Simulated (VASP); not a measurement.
Here is a VASP 6.6.1 calculation.

INCAR

```
  ALGO = Normal
  EDIFF = 1E-7
  ENCUT = 520
  GGA = PE
  ISIF = 2
  ISMEAR = 0
  LASPH = T
  LCHARG = F
  LREAL = F
  LWAVE = F
  NBANDS = 43
  NELM = 100
  PREC = Accurate
  SIGMA = 0.1
```

File KPOINTS:

```
k-points
0
Gamma
  4 4 4
```

The input POSCAR:

```
Sn3Mo2
1.0
    4.9632197100      0.0000000000      0.0000000000
    0.0000000000      4.9632197100      0.0000000000
    0.0000000000      0.0000000000      4.9632197100
Sn Mo
3 2
Direct
    0.0000000000      0.5000000000      0.5000000000
    0.5000000000      0.0000000000      0.5000000000
    0.5000000000      0.5000000000      0.0000000000
    0.0000000000      0.0000000000      0.0000000000
    0.5000000000      0.5000000000      0.5000000000
```

Potentials or basis: VASP PAW PBE potentials, release 64 (Sn_d, Mo_sv).

Run with:

```bash
$ cat potpaw_PBE.64/Sn_d/POTCAR potpaw_PBE.64/Mo_sv/POTCAR > POTCAR
$ mpirun -np 1 vasp_std > vasp.out
```

Problem. What does it give for the band gap on the k mesh?

Solution. Zero (bands 35 and 36 overlap by 0.13 eV).

Problem. Predict the pressure.

Solution. 9.2 GPa.

Caveat: the cell stands under pressure; spin-orbit coupling is left out, which moves the levels of the heavy elements.
